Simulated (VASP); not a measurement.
A run of VASP 6.6.1 is set up as follows.

INCAR

```
SYSTEM = Sb
PREC = Accurate
ENCUT = 520
EDIFF = 1E-6
ISMEAR = -1
SIGMA = 0.05
LREAL = .FALSE.
LASPH = .TRUE.
NELM = 80
ALGO = Normal
ISIF = 2
LWAVE = .FALSE.
LCHARG = .FALSE.
GGA = PS
NBANDS = 8
```

The input KPOINTS:

```
regular mesh
0
G
  10 10 10
  0 0 0
```

File POSCAR:

```
Sb
1.0
    0.0000000000      2.2650085668      2.2650085668
    2.2650085668      0.0000000000      2.2650085668
    2.2650085668      2.2650085668      0.0000000000
Sb
1
Direct
    0.0000000000      0.0000000000      0.0000000000
```

Potentials or basis: VASP PAW PBE potentials, release 64 (Sb).

Run with:

```sh
$ cat potpaw_PBE.64/Sb/POTCAR > POTCAR
$ mpirun -np 1 vasp_std > vasp.out
```

Question: Estimate the pressure.

Answer: 10.1 GPa.

Caveat: the PAW data sets were made with another functional, which shifts forces and pressure a little.
